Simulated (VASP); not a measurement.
Wanted: the native input for a VASP 6.6.1 run.

| Item | Value |
| --- | --- |
| Task | single point |
| Functional | PBEsol |
| Potentials or basis | VASP PAW PBE potentials, release 64 (Al, H) |
| Cutoff | 520 eV |
| k mesh | 3 × 2 × 1 |
| Occupations | fermi-dirac, width 0.1 eV |
| Spin | no spin polarisation |
| Dipole correction | no |
| Further INCAR settings | LREAL = Auto; ALGO = Normal; EDIFF = 1e-07; NBANDS = 42 |

The structure of Al18H lies in POSCAR:

```
Al18H
1.0
    5.7275650000      0.0000000000      0.0000000000
    4.2956740000      7.4403250000      0.0000000000
    0.0000000000      0.0000000000     17.6765370000
Al H
18 1
Direct
    0.1666665958      0.1111111410      0.0565722234
    0.6666666831      0.1111111410      0.0565722234
    0.1666667458      0.4444444295      0.0565722234
    0.6666666585      0.4444444295      0.0565722234
    0.1666666204      0.7777778524      0.0565722234
    0.6666667077      0.7777778524      0.0565722234
   -0.1574001953      0.2227624465      0.1855851630
    0.3351791052      0.2267189941      0.1882226705
   -0.1575215551      0.5581990034      0.1884565399
    0.3406781784      0.5586675313      0.1889021023
   -0.1646493722      0.8959881457      0.1864296157
    0.3415309180      0.8910351362      0.1872535327
    0.0107441501     -0.0034878853      0.3194620077
    0.4977329703      0.0063952852      0.3198248616
   -0.0049039590      0.3294334589      0.3191897259
    0.5260928681      0.3221871356      0.3172369679
   -0.0103891062      0.6859164082      0.3177960706
    0.5139725767      0.6693987158      0.3191085448
    0.2160108996      0.4762650825      0.3653872362
```

One way to write it, as run:

INCAR

```
SYSTEM = Al18H
ALGO     = Normal         ! electronic algorithm
EDIFF    = 1E-7           ! SCF threshold, eV
ENCUT    = 520            ! plane-wave cutoff, eV
GGA      = PS             ! functional
ISIF     = 2              ! what is computed and relaxed
ISMEAR   = -1             ! smearing method
LASPH    = .True.         ! aspherical terms in the spheres
LCHARG   = .True.         ! write CHGCAR
LELF     = .True.         ! ELF
LREAL    = Auto         
LVHAR    = .True.       
LWAVE    = .False.        ! write WAVECAR
NBANDS   = 42             ! bands
NELM     = 60             ! most SCF steps
PREC     = Accurate       ! precision mode
SIGMA    = 0.1            ! smearing width, eV
```

KPOINTS

```
k-points
0
Gamma
  3 2 1
  0 0 0
```

Potentials or basis: VASP PAW PBE potentials, release 64 (Al, H).

The run is started by

```bash
$ cat potpaw_PBE.64/Al/POTCAR potpaw_PBE.64/H/POTCAR > POTCAR
$ mpirun -np 1 vasp_std > vasp.out
```

It gave:

```
Largest force          : 0.235 eV/Å
Band gap on the k mesh : zero (an odd number of electrons rules out a gap without spin polarisation)
```

Caveat: the k points lie up to 0.42 Å⁻¹ apart, too coarse for converged energies and pressures of a metal; the PAW data sets were made with another functional, which shifts forces and pressure a little.

Wall time 2.9 min on 1 thread of Intel(R) Xeon(R) 6975P-C (Granite Rapids), with other jobs on the host, peak memory 0.79 GiB.
